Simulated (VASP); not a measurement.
Input of a VASP 6.6.1 run:

Contents of POSCAR:

```
BN
1.0
    1.2427249550      0.7174869680      3.3502961770
   -1.2427249550      0.7174869680      3.3502961770
    0.0000000000     -1.4349749293      3.3502961770
B N
1 1
Direct
    0.9996710000      0.9996710000      0.9996710000
    0.3327620000      0.3327620000      0.3327620000
```

File INCAR.step1:

```
PREC = Accurate ; ENCUT = 520
ISMEAR = 0 ; SIGMA = 0.01
LREAL = F ; LASPH = T
NELM = 60 ; NBANDS = 11
GGA = PE ; ALGO = Normal
EDIFF = 1E-4 ; LWAVE = T
LCHARG = F
```

Contents of INCAR.step2:

```
PREC = Accurate ; ENCUT = 520
EDIFF = 1E-7 ; ISMEAR = 0
SIGMA = 0.01 ; LREAL = F
LASPH = T ; NELM = 60
ALGO = Normal ; ISIF = 2
LWAVE = F ; LCHARG = T
METAGGA = R2SCAN ; LMIXTAU = T
IVDW = 13 ; VDW_S6 = 1.0
VDW_S8 = 0.6018749 ; VDW_A1 = 0.51559235
VDW_A2 = 5.77342911 ; LELF = T
LVHAR = T ; NBANDS = 11
ISTART = 1
```

File KPOINTS:

```
Automatic mesh
0
Gamma
  10 10 10
```

Potentials or basis: VASP PAW PBE potentials, release 64 (B, N).

The run is started by

```bash
$ cat potpaw_PBE.64/B/POTCAR potpaw_PBE.64/N/POTCAR > POTCAR
$ cp INCAR.step1 INCAR
$ mpirun -np 1 vasp_std > vasp.out
$ cp INCAR.step2 INCAR
$ mpirun -np 1 vasp_std > vasp.out
```

(1) Predict the band gap on the k mesh.

(2) What does it give for the largest force?

(3) What does it give for the pressure?

(4) Estimate the dispersion energy per atom.

Results:

(1) 4.82 eV (least direct gap 5.66 eV).

(2) 0.007 eV/Å.

(3) 4.2 GPa.

(4) -0.069 eV.

Caveat: the cell stands under pressure; the PAW data sets were made with another functional, which shifts forces and pressure a little.
